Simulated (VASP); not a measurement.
Ir:

```
Ir
1.0
     0.00000    1.75894    2.28663
     1.75894    0.00000    2.28663
     1.75894    1.75894    0.00000
Ir
1
Direct
  0.00000 0.00000 0.00000
```

This cell differs from its parent crystal: ratio of the length along z to the lengths across it x 1.3, volume and fractional coordinates fixed.

Base run:

| Property | Result |
| --- | --- |
| Program | VASP 6.6.1 |
| Functional | LDA |
| Potentials or basis | VASP PAW LDA potentials, release 64 (Ir) |
| Cutoff | 520 eV |
| k mesh | 8 × 8 × 8 |
| Occupations | gaussian, width 0.15 eV |
| Spin | no spin polarisation |

Its results: pressure 12.6 GPa.

Q: The run is repeated on the same cell with these changes: potentials or basis from VASP PAW LDA potentials, release 64 (Ir) to VASP PAW LDA potentials, release 64 (Ir_sv_GW); cutoff from 520 eV to 500 eV; further incar settings from ALGO = Normal; EDIFF = 1e-06; NBANDS = 10 to ALGO = Normal; EDIFF = 1e-06; NBANDS = 14; valence electrons from 9 to 17. What comes out?

A: Pressure 8.4 GPa.
